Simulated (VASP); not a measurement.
Set up this calculation in VASP 6.6.1, as the native input.

```
Task                   : single point
Functional             : r2SCAN
Potentials or basis    : VASP PAW PBE potentials, release 64 (Nb_sv, H)
Cutoff                 : 520 eV
k mesh                 : 12 × 12 × 8
Occupations            : gaussian, width 0.1 eV
Spin                   : no spin polarisation
Dipole correction      : no
Further INCAR settings : ALGO = Normal; EDIFF = 1e-07; NBANDS = 24
```

Crystal: NbH2.

```
Nb H
1.0
     2.37571    2.37571    0.00000
    -2.37571    2.37571    0.00000
     0.00000    0.00000    4.75141
Nb H
2 4
Direct
  0.00000 0.00000 0.00000
  0.50000 0.50000 0.50000
  0.00000 0.50000 0.75000
  0.50000 0.00000 0.75000
  0.50000 0.00000 0.25000
  0.00000 0.50000 0.25000
```

This cell differs from its parent crystal: equal strain along all axes, cell held: +4.5 %.

One way to write it, as run:

POSCAR

```
NbH2
1.0
    2.3757062215      2.3757062215      0.0000000000
   -2.3757062215      2.3757062215      0.0000000000
    0.0000000000      0.0000000000      4.7514124431
Nb H
2 4
Direct
    0.0000000000      0.0000000000      0.0000000000
    0.5000000000      0.5000000000      0.5000000000
    0.0000000000      0.5000000000      0.7500000000
    0.5000000000      0.0000000000      0.7500000000
    0.5000000000      0.0000000000      0.2500000000
    0.0000000000      0.5000000000      0.2500000000
```

INCAR.step1

```
PREC = Accurate ; ENCUT = 520
ISMEAR = 0 ; SIGMA = 0.1
LREAL = F ; LASPH = T
NELM = 100 ; NBANDS = 24
GGA = PE ; ALGO = Normal
EDIFF = 1E-4 ; LWAVE = T
LCHARG = F
```

INCAR.step2

```
PREC = Accurate ; ENCUT = 520
EDIFF = 1E-7 ; ISMEAR = 0
SIGMA = 0.1 ; LREAL = F
LASPH = T ; NELM = 100
ALGO = Normal ; ISIF = 2
LWAVE = F ; LCHARG = F
METAGGA = R2SCAN ; LMIXTAU = T
NBANDS = 24 ; ISTART = 1
```

KPOINTS

```
Automatic mesh
0
Gamma
  12 12 8
```

Potentials or basis: VASP PAW PBE potentials, release 64 (Nb_sv, H).

Launch:

```console
$ cat potpaw_PBE.64/Nb_sv/POTCAR potpaw_PBE.64/H/POTCAR > POTCAR
$ cp INCAR.step1 INCAR
$ mpirun -np 1 vasp_std > vasp.out
$ cp INCAR.step2 INCAR
$ mpirun -np 1 vasp_std > vasp.out
```

Results of the run:

```yaml
Pressure: -19.0 GPa
Band_gap_on_the_k_mesh: zero (bands 15 and 16 overlap by 3.60 eV)
```

Caveat: the cell differs from its parent crystal (equal strain along all axes, cell held: +4.5 %); the cell stands under tension; the PAW data sets were made with another functional, which shifts forces and pressure a little.

It took 5.1 min on 1 thread of Intel(R) Xeon(R) 6975P-C (Granite Rapids), with other jobs on the host, peak memory 0.28 GiB.
